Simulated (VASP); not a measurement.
# PbS (P6_3/mmc) in VASP: density of states with PBE

Aim: the density of states of PbS with PBE.

All numbers are computed with VASP 6.6.1; they aren't measurements. Logs are shortened: lines on timing, memory, paths and dates and some standing lists are left out, and cuts for length are marked.

## Step 1: The cell of the first run

It takes space group P6_3/mmc (No. 194, hexagonal). The conventional cell has a = 4.129 Å, b = 4.129 Å, c = 7.356 Å, α = 90.00°, β = 90.00°, γ = 120.00°. Within 4.0 Å of Pb (site symmetry -6m2) lie 6 S at 3.01 Å. Within 4.0 Å of S (site symmetry -3m) lie 6 Pb at 3.01 Å and 2 S at 3.68 Å.

## Step 2: Density of states, PBE

The input, POSCAR:

```
PbS
1.0
    4.1285687142      0.0000000289      0.0000000000
   -2.0642843821      3.5754453733      0.0000000000
    0.0000000000      0.0000000000      7.3562732000
Pb S
2 2
Direct
    0.6666666667      0.3333333333      0.7500000000
    0.3333333333      0.6666666667      0.2500000000
    0.0000000000      0.0000000000      0.0000000000
    0.0000000000      0.0000000000      0.5000000000
```

The input, INCAR.step1:

```
SYSTEM = PbS
PREC = Accurate
ENCUT = 520
EDIFF = 1E-6
ISMEAR = 0
SIGMA = 0.01
LREAL = .False.
LASPH = .True.
NELM = 100
ALGO = Normal
ISIF = 2
LWAVE = .False.
LCHARG = .True.
GGA = PE
NBANDS = 28
```

The input, KPOINTS.step1:

```
regular mesh
0
Gamma
  12 12 6
  0 0 0
```

The input, INCAR.step2:

```
SYSTEM = PbS
PREC = Accurate
ENCUT = 520
EDIFF = 1E-6
ISMEAR = -5
SIGMA = 0.01
LREAL = .False.
LASPH = .True.
NELM = 100
ALGO = Normal
ISIF = 2
LWAVE = .False.
LCHARG = .False.
GGA = PE
LORBIT = 11
NEDOS = 2001
ICHARG = 11
```

The input, KPOINTS.step2:

```
regular mesh
0
Gamma
  18 18 9
  0 0 0
```

Potentials or basis: VASP PAW PBE potentials, release 64 (Pb_d, S).

Run with:

```console
cat potpaw_PBE.64/Pb_d/POTCAR potpaw_PBE.64/S/POTCAR > POTCAR
cp INCAR.step1 INCAR
cp KPOINTS.step1 KPOINTS
mpirun -np 1 vasp_std > vasp.out
cp INCAR.step2 INCAR
cp KPOINTS.step2 KPOINTS
mpirun -np 1 vasp_std > vasp.out
```

OUTCAR:

```text
SYSTEM = PbS
   PREC = Accurate
   ENCUT = 520
   EDIFF = 1E-6
   ISMEAR = -5
   LREAL = .False.
   LASPH = .True.
   NELM = 100
   ISIF = 2
   GGA = PE
   LORBIT = 11
   ICHARG = 11

 ion  position               nearest neighbor table
   1  0.667  0.333  0.750-   3 3.01   4 3.01   3 3.01   4 3.01   3 3.01   4 3.01
   2  0.333  0.667  0.250-   3 3.01   4 3.01   3 3.01   4 3.01   3 3.01   4 3.01
   3  0.000  0.000  0.000-   1 3.01   2 3.01   2 3.01   1 3.01   1 3.01   2 3.01
   4  0.000  0.000  0.500-   1 3.01   2 3.01   2 3.01   1 3.01   1 3.01   2 3.01

  LATTYP: Found a hexagonal cell.
 ALAT       =     4.1285687142
 C/A-ratio  =     1.7817974483

  Lattice vectors:

 A1 = (   4.1285687142,   0.0000000289,   0.0000000000)
 A2 = (  -2.0642843821,   3.5754453733,   0.0000000000)
 A3 = (   0.0000000000,   0.0000000000,   7.3562732000)

Analysis of symmetry for initial positions (statically):
=====================================================================
 Subroutine PRICEL returns:
 Original cell was already a primitive cell.

 Routine SETGRP: Setting up the symmetry group for a
 hexagonal supercell.

 Subroutine GETGRP returns: Found 24 space group operations
 (whereof 12 operations were pure point group operations)
 out of a pool of 24 trial point group operations.

The static configuration has the point symmetry D_3d.
 The point group associated with its full space group is D_6h.

Analysis of symmetry for dynamics (positions and initial velocities):
=====================================================================
 Subroutine PRICEL returns:
 Original cell was already a primitive cell.

 Routine SETGRP: Setting up the symmetry group for a
 hexagonal supercell.

 Subroutine GETGRP returns: Found 24 space group operations
 (whereof 12 operations were pure point group operations)
 out of a pool of 24 trial point group operations.

The dynamic configuration has the point symmetry D_3d.
 The point group associated with its full space group is D_6h.

 Subroutine INISYM returns: Found 24 space group operations
 (whereof 12 operations are pure point group operations),
 and found     1 'primitive' translations

----------------------------------------------------------------------------------------

                                     Primitive cell

  volume of cell :     108.5894

  direct lattice vectors                    reciprocal lattice vectors
     4.128568714  0.000000029  0.000000000     0.242214691  0.139842719  0.000000000
    -2.064284382  3.575445373  0.000000000    -0.000000002  0.279685435  0.000000000
     0.000000000  0.000000000  7.356273200     0.000000000  0.000000000  0.135938399

  length of vectors
     4.128568714  4.128568714  7.356273200     0.279685435  0.279685435  0.135938399

  position of ions in fractional coordinates (direct lattice)
     0.666666667  0.333333333  0.750000000
     0.333333333  0.666666667  0.250000000
     0.000000000  0.000000000  0.000000000
     0.000000000  0.000000000  0.500000000

  ion indices of the primitive-cell ions
   primitive index   ion index
                 1           1
                 2           2
                 3           3
                 4           4

----------------------------------------------------------------------------------------

 KPOINTS: regular mesh

Automatic generation of k-mesh.
 Grid dimensions read from file:
 generate k-points for:   18   18    9

 Generating k-lattice:

  Cartesian coordinates                     Fractional coordinates (reciprocal lattice)
     0.013456372  0.007769040  0.000000000     0.055555556 -0.000000000  0.000000000
    -0.000000000  0.015538080  0.000000000     0.000000000  0.055555556  0.000000000
     0.000000000  0.000000000  0.015104267     0.000000000  0.000000000  0.111111111

  Length of vectors
     0.015538080  0.015538080  0.015104267

  Shift w.r.t. Gamma in fractional coordinates (k-lattice)
     0.000000000  0.000000000  0.000000000

 TETIRR: Found   2805 inequivalent tetrahedra from    17496

 Subroutine IBZKPT returns following result:
 ===========================================

 Found    185 irreducible k-points:

 Following reciprocal coordinates:
            Coordinates               Weight
  0.000000  0.000000  0.000000      1.000000
  0.055556  0.000000  0.000000      6.000000
  0.111111  0.000000  0.000000      6.000000
  0.166667  0.000000  0.000000      6.000000
  0.222222  0.000000  0.000000      6.000000
  0.277778  0.000000  0.000000      6.000000
[... 16 lines left out ...]
  0.333333  0.111111  0.000000     12.000000
  0.388889  0.111111  0.000000     12.000000
 [... further k-points ...]
   k-points           NKPTS =    185   k-points in BZ     NKDIM =    185   number of bands    NBANDS=     24
   number of dos      NEDOS =   2001   number of ions     NIONS =      4
   total plane-waves  NPLWV =  57344
   dimension x,y,z NGX =    32 NGY =   32 NGZ =   56
   dimension x,y,z NGXF=    64 NGYF=   64 NGZF=  112
   ions per type =               2   2
   NGX,Y,Z   is equivalent  to a cutoff of  12.89, 12.89, 12.66 a.u.
   NGXF,Y,Z  is equivalent  to a cutoff of  25.77, 25.77, 25.31 a.u.
 SYSTEM =  PbS
   PREC   = accura    normal or accurate (medium, high low for compatibility)
   ISTART =      0    job   : 0-new  1-cont  2-samecut
   ICHARG =     11    charge: 1-file 2-atom 10-const
   ISPIN  =      1    spin polarized calculation?
   LNONCOLLINEAR =      F non collinear calculations
   LSORBIT =      F    spin-orbit coupling
   LASPH  =      T    aspherical Exc in radial PAW
   ENCUT  =  520.0 eV  38.22 Ry    6.18 a.u.   7.68  7.68 13.68*2*pi/ulx,y,z
   NELM   =    100;   NELMIN=  2; NELMDL=  0     # of ELM steps
   EDIFF  = 0.1E-05   stopping-criterion for ELM
   LREAL  =      F    real-space projection
   EDIFFG = 0.1E-04   stopping-criterion for IOM
   NSW    =      0    number of steps for IOM
   IBRION =     -1    ionic relax: 0-MD 1-quasi-New 2-CG
   NFREE  =      0    steps in history (QN), initial steepest desc. (CG)
   ISIF   =      2    stress and relaxation
   ISYM   =      2    0-nonsym 1-usesym 2-fastsym
   POTIM  = 0.5000    time-step for ionic-motion
   TEBEG  =    0.0;   TEEND  =   0.0 temperature during run
   PSTRESS=    0.0 pullay stress
   NELECT =      40.0000    total number of electrons
   NUPDOWN=      -1.0000    fix difference up-down
   EMIN   =  10.00;   EMAX   =-10.00  energy-range for DOS
   EFERMI =   0.00;   METHOD = LEGACY
   ISMEAR =    -5;   SIGMA  =   0.01  broadening in eV -4-tet -1-fermi 0-gaus
   EFERMI_NEDOS =   21; number of points for ismear=-14 and -15
   IALGO  =     38    algorithm
   IMIX   =      4    mixing-type and parameters
     AMIX     =   0.40;   BMIX     =  1.00
     AMIX_MAG =   1.60;   BMIX_MAG =  1.00
  volume/ion in A,a.u.               =      27.15       183.20
  Fermi-wavevector in a.u.,A,eV,Ry     =   1.173543  2.217675 18.737985  1.377203
  Thomas-Fermi vector in A             =   2.309954
   LORBIT       =     11    0 simple, 1 ext, 2 COOP (PROOUT), +10 PAW based schemes
   GGA     = PE    functional components
   LHFCALC =     F    Hartree Fock is set to
   AEXX    =    0.0000 exact exchange contribution
   IVDW    =     0    specifies the selected vdW correction
   LEPSILON=     F    determine dielectric tensor
   LRPA    =     F    only Hartree local field effects (RPA)
 non-spin polarized calculation
 Fermi weights with tetrahedron method with Bloechl corrections
  energy-cutoff  :      520.00
  volume of cell :      108.59
 maximum number of plane-waves:      2961
 NGX is ok and might be reduce to    32

 number of electron      40.0000001 magnetization

 Free energy of the ion-electron system (eV)
  ---------------------------------------------------
  ext. energy  EPLUGINS =         0.00000000
  ---------------------------------------------------
  free energy    TOTEN  =       -17.20936198 eV

  energy without entropy =      -17.20936198  energy(sigma->0) =      -17.20936198

 E-fermi :   5.1172     XC(G=0):  -9.4919

 val. band max:        5.1113962893   @ k =   0.0000   0.0000   0.0000
 cond. band min:       5.3723819401   @ k =   0.5000   0.0000   0.0000
 fundamental gap:      0.2609856508
 Fermi energy:         5.1172198924

 k-point     1 :       0.0000    0.0000    0.0000
  band No.  band energies     occupation
      1     -11.5193      2.00000
      2     -11.5193      2.00000
      3     -11.5122      2.00000
      4     -11.5122      2.00000
      5     -11.4765      2.00000
      6     -11.4673      2.00000
[... 16 lines left out ...]
     23       7.8385      0.00000
     24      10.2832      0.00000

 k-point     2 :       0.0556    0.0000    0.0000
  band No.  band energies     occupation
      1     -11.5202      2.00000
      2     -11.5175      2.00000
      3     -11.5125      2.00000
      4     -11.5105      2.00000
      5     -11.4755      2.00000
      6     -11.4663      2.00000
[... 16 lines left out ...]
     23       7.9485      0.00000
     24       9.9536      0.00000

 k-point     3 :       0.1111    0.0000    0.0000
  band No.  band energies     occupation
      1     -11.5230      2.00000
      2     -11.5134      2.00000
      3     -11.5124      2.00000
      4     -11.5058      2.00000
      5     -11.4724      2.00000
      6     -11.4653      2.00000
[... 16 lines left out ...]
     23       8.1792      0.00000
     24       9.2294      0.00000
[... 514 lines left out ...]
 k-point    23 :       0.3333    0.1111    0.0000
  band No.  band energies     occupation
      1     -11.5450      2.00000
      2     -11.5378      2.00000
      3     -11.5185      2.00000
      4     -11.4799      2.00000
      5     -11.4727      2.00000
      6     -11.4685      2.00000
[... 16 lines left out ...]
     23       7.8381      0.00000
     24       9.3855      0.00000

 k-point    24 :       0.3889    0.1111    0.0000
  band No.  band energies     occupation
      1     -11.5476      2.00000
      2     -11.5452      2.00000
      3     -11.5193      2.00000
      4     -11.4798      2.00000
      5     -11.4719      2.00000
      6     -11.4676      2.00000
[... 16 lines left out ...]
     23       7.6619      0.00000
     24       9.5727      0.00000

 [... further k-points ...]

------------------------ aborting loop because EDIFF is reached ----------------------------------------

  FORCE on cell =-STRESS in cart. coord.  units (eV):
  Direction    XX          YY          ZZ          XY          YZ          ZX
  --------------------------------------------------------------------------------------
  -------------------------------------------------------------------------------------
  Total       -0.0768451     -0.0768451     -0.0600816     -0.0000000      0.0000000      0.0000000
  in kB       -1.1338080     -1.1338080     -0.8864715     -0.0000000      0.0000000      0.0000000
  external PRESSURE =      -1.0513625 kB  Pullay stress =       0.0000000 kB

 VOLUME and BASIS-vectors are now :
 -----------------------------------------------------------------------------
  energy-cutoff  :      520.00
  volume of cell :      108.59
      direct lattice vectors                 reciprocal lattice vectors
     4.128568714  0.000000029  0.000000000     0.242214691  0.139842719  0.000000000
    -2.064284382  3.575445373  0.000000000    -0.000000002  0.279685435  0.000000000
     0.000000000  0.000000000  7.356273200     0.000000000  0.000000000  0.135938399

 POSITION                                       TOTAL-FORCE (eV/Angst)
 -----------------------------------------------------------------------------------
      2.06428      1.19182      5.51720        -0.000000      0.000000      0.000000
     -0.00000      2.38363      1.83907         0.000000     -0.000000      0.000000
      0.00000      0.00000      0.00000        -0.000000     -0.000000      0.000000
      0.00000      0.00000      3.67814        -0.000000     -0.000000      0.000000
 -----------------------------------------------------------------------------------
    total drift:                                0.000000     -0.000000      0.000000

  FREE ENERGIE OF THE ION-ELECTRON SYSTEM (eV)
  ---------------------------------------------------
  free  energy   TOTEN  =       -17.2093619776 eV

  energy  without entropy=      -17.2093619776  energy(sigma->0) =      -17.20936198

 total charge

# of ion       s       p       d       tot
------------------------------------------
    1        1.484   0.490   9.839  11.813
    2        1.484   0.490   9.839  11.813
    3        1.352   2.326   0.000   3.678
    4        1.352   2.326   0.000   3.678
--------------------------------------------------
tot          5.672   5.632  19.678  30.982
```

It took 11 min on 1 thread of Oxide Virtual Turin-like, shared host; peak memory 0.48 GiB.

What came out:

```yaml
Valence_electrons_inside_the_program's_atomic_spheres: Pb 11.81; S 3.68
```

Caveat: spin-orbit coupling is left out, which moves the levels of the heavy elements.
